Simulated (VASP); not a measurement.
# InO in VASP: notebook

The runs below take InO through single point, with LDA.

Everything below comes from runs of VASP 6.6.1. Logs are shortened: lines on timing, memory, paths and dates and some standing lists are left out, and cuts for length are marked.

### Step 1. The cell of the first run

The cell holds a slab with vacuum, 4 atoms: a = 3.367 Å, b = 3.367 Å, c = 16.671 Å, α = 90.00°, β = 90.00°, γ = 120.00°.

### Step 2. Single point, LDA (strain -0.025 along x and y, +0.050 along z)

Input file INCAR:

```
SYSTEM = InO
  ALGO = Normal
  EDIFF = 1E-6
  ENCUT = 520
  ISIF = 2
  ISMEAR = 0
  LASPH = .TRUE.
  LCHARG = .TRUE.
  LELF = .TRUE.
  LREAL = .FALSE.
  LVHAR = .TRUE.
  LWAVE = .FALSE.
  NBANDS = 27
  NELM = 80
  PREC = Accurate
  SIGMA = 0.03
```

Input file KPOINTS:

```
k-points
0
G
  12 12 2
  0 0 0
```

Input file POSCAR:

```
InO
1.0
    3.3672734563      0.0000000000      0.0000000000
   -1.6836367282      2.9161443546      0.0000000000
    0.0000000000      0.0000000000     16.6709550000
In O
2 2
Direct
    0.6666666667      0.3333333333      0.5900210000
    0.6666666667      0.3333333333      0.4099790000
    0.0000000000      0.0000000000      0.6398670000
    0.0000000000      0.0000000000      0.3601330000
```

Potentials or basis: VASP PAW LDA potentials, release 64 (In_d, O).

Run with:

```console
$ cat potpaw_LDA.64/In_d/POTCAR potpaw_LDA.64/O/POTCAR > POTCAR
$ mpirun -np 1 vasp_std > vasp.out
```

OUTCAR:

```text
SYSTEM = InO
   EDIFF = 1E-6
   ENCUT = 520
   ISIF = 2
   ISMEAR = 0
   LASPH = .TRUE.
   LREAL = .FALSE.
   NELM = 80
   PREC = Accurate

 ion  position               nearest neighbor table
   1  0.667  0.333  0.590-   3 2.11   3 2.11   3 2.11   2 3.00
   2  0.667  0.333  0.410-   4 2.11   4 2.11   4 2.11   1 3.00
   3  0.000  0.000  0.640-   1 2.11   1 2.11   1 2.11
   4  0.000  0.000  0.360-   2 2.11   2 2.11   2 2.11

  LATTYP: Found a hexagonal cell.
 ALAT       =     3.3672734563
 C/A-ratio  =     4.9508764929

  Lattice vectors:

 A1 = (   3.3672734563,   0.0000000000,   0.0000000000)
 A2 = (  -1.6836367282,   2.9161443546,   0.0000000000)
 A3 = (   0.0000000000,   0.0000000000,  16.6709550000)

Analysis of symmetry for initial positions (statically):
=====================================================================
 Subroutine PRICEL returns:
 Original cell was already a primitive cell.

 Routine SETGRP: Setting up the symmetry group for a
 hexagonal supercell.

 Subroutine GETGRP returns: Found 12 space group operations
 (whereof 12 operations were pure point group operations)
 out of a pool of 24 trial point group operations.

The static configuration has the point symmetry D_3h.

Analysis of symmetry for dynamics (positions and initial velocities):
=====================================================================
 Subroutine PRICEL returns:
 Original cell was already a primitive cell.

 Routine SETGRP: Setting up the symmetry group for a
 hexagonal supercell.

 Subroutine GETGRP returns: Found 12 space group operations
 (whereof 12 operations were pure point group operations)
 out of a pool of 24 trial point group operations.

The dynamic configuration has the point symmetry D_3h.

 Subroutine INISYM returns: Found 12 space group operations
 (whereof 12 operations are pure point group operations),
 and found     1 'primitive' translations

----------------------------------------------------------------------------------------

                                     Primitive cell

  volume of cell :     163.6997

  direct lattice vectors                    reciprocal lattice vectors
     3.367273456  0.000000000  0.000000000     0.296976178  0.171459276  0.000000000
    -1.683636728  2.916144355  0.000000000     0.000000000  0.342918552  0.000000000
     0.000000000  0.000000000 16.670955000     0.000000000  0.000000000  0.059984566

  length of vectors
     3.367273456  3.367273456 16.670955000     0.342918552  0.342918552  0.059984566

  position of ions in fractional coordinates (direct lattice)
     0.666666667  0.333333333  0.590021000
     0.666666667  0.333333333  0.409979000
     0.000000000  0.000000000  0.639867000
     0.000000000  0.000000000  0.360133000

  ion indices of the primitive-cell ions
   primitive index   ion index
                 1           1
                 2           2
                 3           3
                 4           4

----------------------------------------------------------------------------------------

 KPOINTS: k-points

Automatic generation of k-mesh.
 Grid dimensions read from file:
 generate k-points for:   12   12    2

 Generating k-lattice:

  Cartesian coordinates                     Fractional coordinates (reciprocal lattice)
     0.024748015  0.014288273  0.000000000     0.083333333 -0.000000000  0.000000000
     0.000000000  0.028576546  0.000000000     0.000000000  0.083333333  0.000000000
     0.000000000  0.000000000  0.029992283     0.000000000  0.000000000  0.500000000

  Length of vectors
     0.028576546  0.028576546  0.029992283

  Shift w.r.t. Gamma in fractional coordinates (k-lattice)
     0.000000000  0.000000000  0.000000000

 Subroutine IBZKPT returns following result:
 ===========================================

 Found     38 irreducible k-points:

 Following reciprocal coordinates:
            Coordinates               Weight
  0.000000  0.000000  0.000000      1.000000
  0.083333 -0.000000  0.000000      6.000000
  0.166667  0.000000  0.000000      6.000000
  0.250000  0.000000  0.000000      6.000000
  0.333333  0.000000  0.000000      6.000000
  0.416667  0.000000  0.000000      6.000000
[... 16 lines left out ...]
  0.250000  0.000000  0.500000      6.000000
  0.333333  0.000000  0.500000      6.000000
 [... further k-points ...]
   k-points           NKPTS =     38   k-points in BZ     NKDIM =     38   number of bands    NBANDS=     27
   number of dos      NEDOS =    301   number of ions     NIONS =      4
   total plane-waves  NPLWV =  98784
   dimension x,y,z NGX =    28 NGY =   28 NGZ =  126
   dimension x,y,z NGXF=    56 NGYF=   56 NGZF=  252
   ions per type =               2   2
   NGX,Y,Z   is equivalent  to a cutoff of  13.82, 13.82, 12.56 a.u.
   NGXF,Y,Z  is equivalent  to a cutoff of  27.65, 27.65, 25.13 a.u.
 SYSTEM =  InO
   PREC   = accura    normal or accurate (medium, high low for compatibility)
   ISTART =      0    job   : 0-new  1-cont  2-samecut
   ICHARG =      2    charge: 1-file 2-atom 10-const
   ISPIN  =      1    spin polarized calculation?
   LNONCOLLINEAR =      F non collinear calculations
   LSORBIT =      F    spin-orbit coupling
   LASPH  =      T    aspherical Exc in radial PAW
   ENCUT  =  520.0 eV  38.22 Ry    6.18 a.u.   6.26  6.26 31.00*2*pi/ulx,y,z
   NELM   =     80;   NELMIN=  2; NELMDL= -5     # of ELM steps
   EDIFF  = 0.1E-05   stopping-criterion for ELM
   LREAL  =      F    real-space projection
   EDIFFG = 0.1E-04   stopping-criterion for IOM
   NSW    =      0    number of steps for IOM
   IBRION =     -1    ionic relax: 0-MD 1-quasi-New 2-CG
   NFREE  =      0    steps in history (QN), initial steepest desc. (CG)
   ISIF   =      2    stress and relaxation
   ISYM   =      2    0-nonsym 1-usesym 2-fastsym
   POTIM  = 0.5000    time-step for ionic-motion
   TEBEG  =    0.0;   TEEND  =   0.0 temperature during run
   PSTRESS=    0.0 pullay stress
   NELECT =      38.0000    total number of electrons
   NUPDOWN=      -1.0000    fix difference up-down
   EMIN   =  10.00;   EMAX   =-10.00  energy-range for DOS
   EFERMI =   0.00;   METHOD = LEGACY
   ISMEAR =     0;   SIGMA  =   0.03  broadening in eV -4-tet -1-fermi 0-gaus
   EFERMI_NEDOS =   21; number of points for ismear=-14 and -15
   IALGO  =     38    algorithm
   IMIX   =      4    mixing-type and parameters
     AMIX     =   0.40;   BMIX     =  1.00
     AMIX_MAG =   1.60;   BMIX_MAG =  1.00
  volume/ion in A,a.u.               =      40.92       276.18
  Fermi-wavevector in a.u.,A,eV,Ry     =   1.006128  1.901307 13.773100  1.012294
  Thomas-Fermi vector in A             =   2.138851
   LORBIT       =      0    0 simple, 1 ext, 2 COOP (PROOUT), +10 PAW based schemes
   GGA     = CA    functional components
   LHFCALC =     F    Hartree Fock is set to
   AEXX    =    0.0000 exact exchange contribution
   IVDW    =     0    specifies the selected vdW correction
   LEPSILON=     F    determine dielectric tensor
   LRPA    =     F    only Hartree local field effects (RPA)
 non-spin polarized calculation
 Gauss-broadening in eV      SIGMA  =   0.03
  energy-cutoff  :      520.00
  volume of cell :      163.70
 maximum number of plane-waves:      4430
 NGX is ok and might be reduce to    28
   NGX = 13   NGY = 13   NGZ = 61

 number of electron      37.9999997 magnetization

 Free energy of the ion-electron system (eV)
  ---------------------------------------------------
  ext. energy  EPLUGINS =         0.00000000
  ---------------------------------------------------
  free energy    TOTEN  =       -22.07537640 eV

  energy without entropy =      -22.07522823  energy(sigma->0) =      -22.07530231

 E-fermi :  -1.7830     XC(G=0):  -4.9920

 val. band max:       -1.8139378721   @ k =   0.3333   0.3333   0.5000
 cond. band min:      -1.7605282149   @ k =   0.0000   0.0000   0.5000
 fundamental gap:      0.0534096572
 Fermi energy:        -1.7829961515

 k-point     1 :       0.0000    0.0000    0.0000
  band No.  band energies     occupation
      1     -19.7164      2.00000
      2     -19.7014      2.00000
      3     -15.5404      2.00000
      4     -15.5404      2.00000
      5     -15.5131      2.00000
      6     -15.5131      2.00000
[... 19 lines left out ...]
     26       7.9694      0.00000
     27       7.9694      0.00000

 k-point     2 :       0.0833   -0.0000    0.0000
  band No.  band energies     occupation
      1     -19.7039      2.00000
      2     -19.6898      2.00000
      3     -15.5364      2.00000
      4     -15.5186      2.00000
      5     -15.4924      2.00000
      6     -15.4905      2.00000
[... 19 lines left out ...]
     26       6.9964      0.00000
     27       7.8236      0.00000

 k-point     3 :       0.1667    0.0000    0.0000
  band No.  band energies     occupation
      1     -19.6724      2.00000
      2     -19.6609      2.00000
      3     -15.5123      2.00000
      4     -15.4616      2.00000
      5     -15.4302      2.00000
      6     -15.4296      2.00000
[... 19 lines left out ...]
     26       6.7265      0.00000
     27       7.4392      0.00000

 k-point     4 :       0.2500    0.0000    0.0000
  band No.  band energies     occupation
      1     -19.6362      2.00000
      2     -19.6273      2.00000
      3     -15.4714      2.00000
      4     -15.3957      2.00000
      5     -15.3515      2.00000
      6     -15.3504      2.00000
[... 19 lines left out ...]
     26       7.0290      0.00000
     27       7.2242      0.00000

 k-point     5 :       0.3333    0.0000    0.0000
  band No.  band energies     occupation
      1     -19.6078      2.00000
      2     -19.6006      2.00000
      3     -15.4509      2.00000
      4     -15.3548      2.00000
      5     -15.3225      2.00000
      6     -15.2891      2.00000
[... 19 lines left out ...]
     26       6.8545      0.00000
     27       7.6591      0.00000

 k-point     6 :       0.4167    0.0000    0.0000
  band No.  band energies     occupation
      1     -19.5917      2.00000
      2     -19.5853      2.00000
      3     -15.4579      2.00000
      4     -15.3420      2.00000
      5     -15.3296      2.00000
      6     -15.2672      2.00000
[... 444 lines left out ...]
      1     -19.7039      2.00000
      2     -19.6898      2.00000
      3     -15.5364      2.00000
      4     -15.5186      2.00000
      5     -15.4924      2.00000
      6     -15.4905      2.00000
[... 19 lines left out ...]
     26       6.9876      0.00000
     27       7.8237      0.00000

 k-point    22 :       0.1667    0.0000    0.5000
  band No.  band energies     occupation
      1     -19.6724      2.00000
      2     -19.6609      2.00000
      3     -15.5123      2.00000
      4     -15.4616      2.00000
      5     -15.4302      2.00000
      6     -15.4296      2.00000
[... 19 lines left out ...]
     26       7.2223      0.00000
     27       7.4971      0.00000

 k-point    23 :       0.2500    0.0000    0.5000
  band No.  band energies     occupation
      1     -19.6362      2.00000
      2     -19.6273      2.00000
      3     -15.4714      2.00000
      4     -15.3957      2.00000
      5     -15.3515      2.00000
      6     -15.3504      2.00000
[... 19 lines left out ...]
     26       6.4993      0.00000
     27       7.1380      0.00000

 k-point    24 :       0.3333    0.0000    0.5000
  band No.  band energies     occupation
      1     -19.6077      2.00000
      2     -19.6006      2.00000
      3     -15.4509      2.00000
      4     -15.3548      2.00000
      5     -15.3225      2.00000
      6     -15.2891      2.00000
[... 19 lines left out ...]
     26       6.8545      0.00000
     27       7.1112      0.00000

 [... further k-points ...]

------------------------ aborting loop because EDIFF is reached ----------------------------------------

  FORCE on cell =-STRESS in cart. coord.  units (eV):
  Direction    XX          YY          ZZ          XY          YZ          ZX
  --------------------------------------------------------------------------------------
  -------------------------------------------------------------------------------------
  Total       -0.8876333     -0.8876333     -3.3319941      0.0000000      0.0000000      0.0000000
  in kB       -8.6875295     -8.6875295    -32.6112108      0.0000000      0.0000000      0.0000000
  external PRESSURE =     -16.6620899 kB  Pullay stress =       0.0000000 kB

 VOLUME and BASIS-vectors are now :
 -----------------------------------------------------------------------------
  energy-cutoff  :      520.00
  volume of cell :      163.70
      direct lattice vectors                 reciprocal lattice vectors
     3.367273456  0.000000000  0.000000000     0.296976178  0.171459276  0.000000000
    -1.683636728  2.916144355  0.000000000     0.000000000  0.342918552  0.000000000
     0.000000000  0.000000000 16.670955000     0.000000000  0.000000000  0.059984566

 POSITION                                       TOTAL-FORCE (eV/Angst)
 -----------------------------------------------------------------------------------
      1.68364      0.97205      9.83621         0.000000      0.000000     -0.390817
      1.68364      0.97205      6.83474        -0.000000     -0.000000      0.390817
      0.00000      0.00000     10.66719         0.000000     -0.000000     -0.448372
      0.00000      0.00000      6.00376         0.000000      0.000000      0.448372
 -----------------------------------------------------------------------------------
    total drift:                               -0.000000      0.000000      0.000000

  FREE ENERGIE OF THE ION-ELECTRON SYSTEM (eV)
  ---------------------------------------------------
  free  energy   TOTEN  =       -22.0753763983 eV

  energy  without entropy=      -22.0752282297  energy(sigma->0) =      -22.07530231
```

Run time: 2.7 min. Hardware: 1 thread of Intel Xeon 6975P-C (Granite Rapids), shared host; peak memory 0.32 GiB.

What came out:

```
Free energy            : -22.0754 eV
Largest force          : 0.448 eV/Å
Band gap on the k mesh : 0.05 eV, indirect (least direct gap 1.12 eV)
```

Forces in eV/Å, atoms in the order of the input:
```
In   0.000  0.000 -0.391
In   0.000  0.000  0.391
O    0.000  0.000 -0.448
O    0.000  0.000  0.448
```

Caveat: the cell differs from its parent crystal (strain -0.025 along x and y, +0.050 along z); spin-orbit coupling is left out, which moves the levels of the heavy elements.

(Continued in part 2 of 3.)
